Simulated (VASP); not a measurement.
# Sn2PbS3 (I4/mmm) in VASP: single point with PBE

Aim: the single point of Sn2PbS3 with PBE.

Program: VASP 6.6.1. These are calculated values, not measurements. Logs are shortened: lines on timing, memory, paths and dates and some standing lists are left out, and cuts for length are marked.

## (1) The cell of the first run

It takes space group I4/mmm (No. 139, tetragonal). The conventional cell has a = 4.207 Å, b = 4.207 Å, c = 17.849 Å, α = 90.00°, β = 90.00°, γ = 90.00°. Sn (site symmetry 4mm) has 6 S at 2.97 Å within 3.9 Å. Pb (site symmetry 4/mmm) has 6 S at 2.97 Å within 3.9 Å. Within 3.9 Å of S (site symmetry 4mm) lie 5 Sn at 2.97 Å and 1 Pb at 2.97 Å. Within 3.9 Å of S (site symmetry 4/mmm) lie 4 Pb at 2.97 Å and 2 Sn at 2.97 Å.

## (2) Single point, PBE

File INCAR:

```
SYSTEM = Sn2PbS3
  ALGO = Normal
  EDIFF = 1E-6
  ENCUT = 520
  GGA = PE
  ISIF = 2
  ISMEAR = 0
  LASPH = .True.
  LCHARG = .True.
  LELF = .True.
  LREAL = .False.
  LVHAR = .True.
  LWAVE = .False.
  NBANDS = 39
  NELM = 100
  PREC = Accurate
  SIGMA = 0.1
```

File KPOINTS:

```
k-points
0
Gamma
  6 6 6
  0 0 0
```

File POSCAR:

```
Sn2PbS3
1.0
   -2.1035339000      2.1035339000      8.9245384900
    2.1035339000     -2.1035339000      8.9245384900
    2.1035339000      2.1035339000     -8.9245384900
Sn Pb S
2 1 3
Direct
    0.6666666700      0.6666666700      0.0000000000
    0.3333333300      0.3333333300      0.0000000000
    0.0000000000      0.0000000000      0.0000000000
    0.8333333300      0.8333333300      0.0000000000
    0.5000000000      0.5000000000      0.0000000000
    0.1666666700      0.1666666700      0.0000000000
```

Potentials or basis: VASP PAW PBE potentials, release 64 (Sn_d, Pb_d, S).

The run is started by

```
$ cat potpaw_PBE.64/Sn_d/POTCAR potpaw_PBE.64/Pb_d/POTCAR potpaw_PBE.64/S/POTCAR > POTCAR
$ mpirun -np 1 vasp_std > vasp.out
```

OUTCAR:

```text
SYSTEM = Sn2PbS3
   EDIFF = 1E-6
   ENCUT = 520
   GGA = PE
   ISIF = 2
   ISMEAR = 0
   LASPH = .True.
   LREAL = .False.
   NELM = 100
   PREC = Accurate

 ion  position               nearest neighbor table
   1  0.667  0.667  0.000-   4 2.97   6 2.97   6 2.97   6 2.97   6 2.97   5 2.97
   2  0.333  0.333  0.000-   6 2.97   4 2.97   4 2.97   4 2.97   4 2.97   5 2.97
   3  0.000  0.000  0.000-   5 2.97   5 2.97   5 2.97   5 2.97   6 2.97   4 2.97
   4  0.833  0.833  0.000-   1 2.97   2 2.97   2 2.97   2 2.97   2 2.97   3 2.97
   5  0.500  0.500  0.000-   3 2.97   3 2.97   3 2.97   3 2.97   2 2.97   1 2.97
   6  0.167  0.167  0.000-   2 2.97   1 2.97   1 2.97   1 2.97   1 2.97   3 2.97

  LATTYP: Found a body centered tetragonal cell.
 ALAT       =     4.2070678000
 C/A-ratio  =     4.2426406772

  Lattice vectors:

 A1 = (  -2.1035339000,   2.1035339000,   8.9245384900)
 A2 = (   2.1035339000,  -2.1035339000,   8.9245384900)
 A3 = (   2.1035339000,   2.1035339000,  -8.9245384900)

Analysis of symmetry for initial positions (statically):
=====================================================================
 Subroutine PRICEL returns:
 Original cell was already a primitive cell.

 Routine SETGRP: Setting up the symmetry group for a
 body centered tetragonal supercell.

 Subroutine GETGRP returns: Found 16 space group operations
 (whereof 16 operations were pure point group operations)
 out of a pool of 16 trial point group operations.

The static configuration has the point symmetry D_4h.

Analysis of symmetry for dynamics (positions and initial velocities):
=====================================================================
 Subroutine PRICEL returns:
 Original cell was already a primitive cell.

 Routine SETGRP: Setting up the symmetry group for a
 body centered tetragonal supercell.

 Subroutine GETGRP returns: Found 16 space group operations
 (whereof 16 operations were pure point group operations)
 out of a pool of 16 trial point group operations.

The dynamic configuration has the point symmetry D_4h.

 Subroutine INISYM returns: Found 16 space group operations
 (whereof 16 operations are pure point group operations),
 and found     1 'primitive' translations

----------------------------------------------------------------------------------------

                                     Primitive cell

  volume of cell :     157.9592

  direct lattice vectors                    reciprocal lattice vectors
    -2.103533900  2.103533900  8.924538490     0.000000000  0.237695242  0.056025306
     2.103533900 -2.103533900  8.924538490     0.237695242  0.000000000  0.056025306
     2.103533900  2.103533900 -8.924538490     0.237695242  0.237695242  0.000000000

  length of vectors
     9.407289567  9.407289567  9.407289567     0.244208647  0.244208647  0.336151835

  position of ions in fractional coordinates (direct lattice)
     0.666666670  0.666666670  0.000000000
     0.333333330  0.333333330  0.000000000
     0.000000000  0.000000000  0.000000000
     0.833333330  0.833333330  0.000000000
     0.500000000  0.500000000  0.000000000
     0.166666670  0.166666670  0.000000000

  ion indices of the primitive-cell ions
   primitive index   ion index
                 1           1
                 2           2
                 3           3
                 4           4
                 5           5
                 6           6

----------------------------------------------------------------------------------------

 KPOINTS: k-points

Automatic generation of k-mesh.
 Grid dimensions read from file:
 generate k-points for:    6    6    6

 Generating k-lattice:

  Cartesian coordinates                     Fractional coordinates (reciprocal lattice)
     0.000000000  0.039615874  0.009337551     0.166666667  0.000000000 -0.000000000
     0.039615874  0.000000000  0.009337551     0.000000000  0.166666667 -0.000000000
     0.039615874  0.039615874  0.000000000     0.000000000  0.000000000  0.166666667

  Length of vectors
     0.040701441  0.040701441  0.056025306

  Shift w.r.t. Gamma in fractional coordinates (k-lattice)
     0.000000000  0.000000000  0.000000000

 Subroutine IBZKPT returns following result:
 ===========================================

 Found     30 irreducible k-points:

 Following reciprocal coordinates:
            Coordinates               Weight
  0.000000  0.000000  0.000000      1.000000
  0.166667 -0.000000  0.000000      8.000000
  0.333333 -0.000000  0.000000      8.000000
  0.500000  0.000000  0.000000      4.000000
  0.166667  0.166667 -0.000000      8.000000
  0.333333  0.166667  0.000000     16.000000
[... 16 lines left out ...]
 -0.333333 -0.333333  0.166667      8.000000
 -0.166667 -0.333333  0.166667      8.000000
 [... further k-points ...]
   k-points           NKPTS =     30   k-points in BZ     NKDIM =     30   number of bands    NBANDS=     39
   number of dos      NEDOS =    301   number of ions     NIONS =      6
   total plane-waves  NPLWV = 343000
   dimension x,y,z NGX =    70 NGY =   70 NGZ =   70
   dimension x,y,z NGXF=   140 NGYF=  140 NGZF=  140
   ions per type =               2   1   3
   NGX,Y,Z   is equivalent  to a cutoff of  12.37, 12.37, 12.37 a.u.
   NGXF,Y,Z  is equivalent  to a cutoff of  24.74, 24.74, 24.74 a.u.
 SYSTEM =  Sn2PbS3
   PREC   = accura    normal or accurate (medium, high low for compatibility)
   ISTART =      0    job   : 0-new  1-cont  2-samecut
   ICHARG =      2    charge: 1-file 2-atom 10-const
   ISPIN  =      1    spin polarized calculation?
   LNONCOLLINEAR =      F non collinear calculations
   LSORBIT =      F    spin-orbit coupling
   LASPH  =      T    aspherical Exc in radial PAW
   ENCUT  =  520.0 eV  38.22 Ry    6.18 a.u.  17.49 17.49 17.49*2*pi/ulx,y,z
   NELM   =    100;   NELMIN=  2; NELMDL= -5     # of ELM steps
   EDIFF  = 0.1E-05   stopping-criterion for ELM
   LREAL  =      F    real-space projection
[... 7 lines left out ...]
   TEBEG  =    0.0;   TEEND  =   0.0 temperature during run
   PSTRESS=    0.0 pullay stress
   NELECT =      60.0000    total number of electrons
   NUPDOWN=      -1.0000    fix difference up-down
   EMIN   =  10.00;   EMAX   =-10.00  energy-range for DOS
   EFERMI =   0.00;   METHOD = LEGACY
   ISMEAR =     0;   SIGMA  =   0.10  broadening in eV -4-tet -1-fermi 0-gaus
   EFERMI_NEDOS =   21; number of points for ismear=-14 and -15
   IALGO  =     38    algorithm
   IMIX   =      4    mixing-type and parameters
     AMIX     =   0.40;   BMIX     =  1.00
     AMIX_MAG =   1.60;   BMIX_MAG =  1.00
  volume/ion in A,a.u.               =      26.33       177.66
  Fermi-wavevector in a.u.,A,eV,Ry     =   1.185615  2.240487 19.125474  1.405683
  Thomas-Fermi vector in A             =   2.321805
   LORBIT       =      0    0 simple, 1 ext, 2 COOP (PROOUT), +10 PAW based schemes
   GGA     = PE    functional components
   LHFCALC =     F    Hartree Fock is set to
   AEXX    =    0.0000 exact exchange contribution
   IVDW    =     0    specifies the selected vdW correction
   LEPSILON=     F    determine dielectric tensor
   LRPA    =     F    only Hartree local field effects (RPA)
 non-spin polarized calculation
 Gauss-broadening in eV      SIGMA  =   0.10
  energy-cutoff  :      520.00
  volume of cell :      157.96
 maximum number of plane-waves:      4287
 NGX is ok and might be reduce to    70
   NGX = 35   NGY = 35   NGZ = 35

 number of electron      60.0000000 magnetization

 Free energy of the ion-electron system (eV)
  ---------------------------------------------------
  ext. energy  EPLUGINS =         0.00000000
  ---------------------------------------------------
  free energy    TOTEN  =       -26.27713320 eV

  energy without entropy =      -26.27542975  energy(sigma->0) =      -26.27628147

 E-fermi :   5.9399     XC(G=0):  -9.5261

 val. band max:        5.8870280091   @ k =   0.5000   0.0000   0.0000
 cond. band min:       5.9976056151   @ k =   0.5000   0.0000   0.0000
 fundamental gap:      0.1105776060
 Fermi energy:         5.9398928011

 k-point     1 :       0.0000    0.0000    0.0000
  band No.  band energies     occupation
      1     -15.9012      2.00000
      2     -15.8988      2.00000
      3     -15.8953      2.00000
      4     -15.8898      2.00000
      5     -15.8898      2.00000
      6     -15.8895      2.00000
[... 31 lines left out ...]
     38      10.4046      0.00000
     39      10.4474      0.00000

 k-point     2 :       0.1667   -0.0000    0.0000
  band No.  band energies     occupation
      1     -15.8995      2.00000
      2     -15.8952      2.00000
      3     -15.8934      2.00000
      4     -15.8898      2.00000
      5     -15.8895      2.00000
      6     -15.8881      2.00000
[... 31 lines left out ...]
     38       9.9340      0.00000
     39       9.9672      0.00000

 k-point     3 :       0.3333   -0.0000    0.0000
  band No.  band energies     occupation
      1     -15.8968      2.00000
      2     -15.8927      2.00000
      3     -15.8914      2.00000
      4     -15.8893      2.00000
      5     -15.8878      2.00000
      6     -15.8871      2.00000
[... 31 lines left out ...]
     38       9.3678      0.00000
     39       9.6417      0.00000

 k-point     4 :       0.5000    0.0000    0.0000
  band No.  band energies     occupation
      1     -15.8945      2.00000
      2     -15.8939      2.00000
      3     -15.8900      2.00000
      4     -15.8899      2.00000
      5     -15.8897      2.00000
      6     -15.8896      2.00000
[... 31 lines left out ...]
     38       9.2753      0.00000
     39       9.4128      0.00000
[... 754 lines left out ...]
     38       8.7256      0.00000
     39      10.0708      0.00000

 k-point    23 :      -0.3333   -0.3333    0.1667
  band No.  band energies     occupation
      1     -15.8977      2.00000
      2     -15.8933      2.00000
      3     -15.8907      2.00000
      4     -15.8902      2.00000
      5     -15.8883      2.00000
      6     -15.8873      2.00000
[... 31 lines left out ...]
     38       9.8209      0.00000
     39      10.3751      0.00000

 k-point    24 :      -0.1667   -0.3333    0.1667
  band No.  band energies     occupation
      1     -15.8999      2.00000
      2     -15.8953      2.00000
      3     -15.8933      2.00000
      4     -15.8899      2.00000
      5     -15.8895      2.00000
      6     -15.8877      2.00000
[... 31 lines left out ...]
     38      10.0670      0.00000
     39      10.1890      0.00000

 [... further k-points ...]

------------------------ aborting loop because EDIFF is reached ----------------------------------------

  FORCE on cell =-STRESS in cart. coord.  units (eV):
  Direction    XX          YY          ZZ          XY          YZ          ZX
  --------------------------------------------------------------------------------------
  -------------------------------------------------------------------------------------
  Total       -1.2003682     -1.2003682     -1.2151119      0.0000000     -0.0000000     -0.0000000
  in kB      -12.1753169    -12.1753169    -12.3248621      0.0000000     -0.0000000     -0.0000000
  external PRESSURE =     -12.2251653 kB  Pullay stress =       0.0000000 kB

 VOLUME and BASIS-vectors are now :
 -----------------------------------------------------------------------------
  energy-cutoff  :      520.00
  volume of cell :      157.96
      direct lattice vectors                 reciprocal lattice vectors
    -2.103533900  2.103533900  8.924538490     0.000000000  0.237695242  0.056025306
     2.103533900 -2.103533900  8.924538490     0.237695242  0.000000000  0.056025306
     2.103533900  2.103533900 -8.924538490     0.237695242  0.237695242  0.000000000

 POSITION                                       TOTAL-FORCE (eV/Angst)
 -----------------------------------------------------------------------------------
      0.00000      0.00000     11.89938        -0.000000     -0.000000      0.014233
      0.00000      0.00000      5.94969        -0.000000     -0.000000     -0.014233
      0.00000      0.00000      0.00000        -0.000000     -0.000000      0.000000
      0.00000      0.00000     14.87423         0.000000      0.000000     -0.203389
      0.00000      0.00000      8.92454        -0.000000     -0.000000      0.000000
      0.00000      0.00000      2.97485         0.000000      0.000000      0.203389
 -----------------------------------------------------------------------------------
    total drift:                               -0.000000     -0.000000     -0.000000

  FREE ENERGIE OF THE ION-ELECTRON SYSTEM (eV)
  ---------------------------------------------------
  free  energy   TOTEN  =       -26.2771331954 eV

  energy  without entropy=      -26.2754297480  energy(sigma->0) =      -26.27628147
```

It took 5.1 min on 1 thread of Intel Xeon 6975P-C (Granite Rapids), shared host; peak memory 0.75 GiB.

Results:

| Quantity | Value |
| --- | --- |
| Free energy | -26.2771 eV |
| Pressure | -1.2 GPa |
| Largest force | 0.203 eV/Å |
| Band gap on the k mesh | 0.11 eV, direct |

Forces on the atoms (eV/Å):
```
Sn   0.000  0.000  0.014
Sn   0.000  0.000 -0.014
Pb   0.000  0.000  0.000
S    0.000  0.000 -0.203
S    0.000  0.000  0.000
S    0.000  0.000  0.203
```

Caveat: spin-orbit coupling is left out, which moves the levels of the heavy elements. A k mesh can miss the band edges.
